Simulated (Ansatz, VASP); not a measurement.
## Two plane-wave programs on TiAl

```
Ti Al
1.0
     3.17906    0.07153    0.00000
     0.07153    3.17906    0.00000
     0.00000    0.00000    3.17906
Ti Al
1 1
Direct
  0.00000 0.00000 0.00000
  0.50000 0.50000 0.50000
```

Change from the starting cell: strain +0.0450 x Voigt [0, 0, 0, 0, 0, 1], atoms carried along.

Alike in both runs: task single point; functional LDA; k mesh 16 × 16 × 16; occupations gaussian, width 0.15 eV; no spin polarisation.

```csv
,VASP,Ansatz
version,VASP 6.6.1,Ansatz 0.2.0
potentials or method,"VASP PAW LDA potentials, release 64 (Ti_sv, Al), cutoff 520 eV","scalar-relativistic, plane waves, PAW"
valence electrons in the cell,15,15
```

Ansatz gave:

* gap on the k mesh at the Fermi level (eV): none
* pressure (GPa): -5.6
* traceless stress, the component that is largest in VASP (GPa): -2.88

Q: What did VASP give for the same quantities?

A: gap on the k mesh at the Fermi level (eV): none; pressure (GPa): -5.6; traceless stress, the component that is largest in VASP (GPa): -2.89.

LDA's correlation is that of Perdew and Zunger in VASP and of Perdew and Wang (1992) in Ansatz. A gap of «none» marks a metal or a gap that the smearing closes.
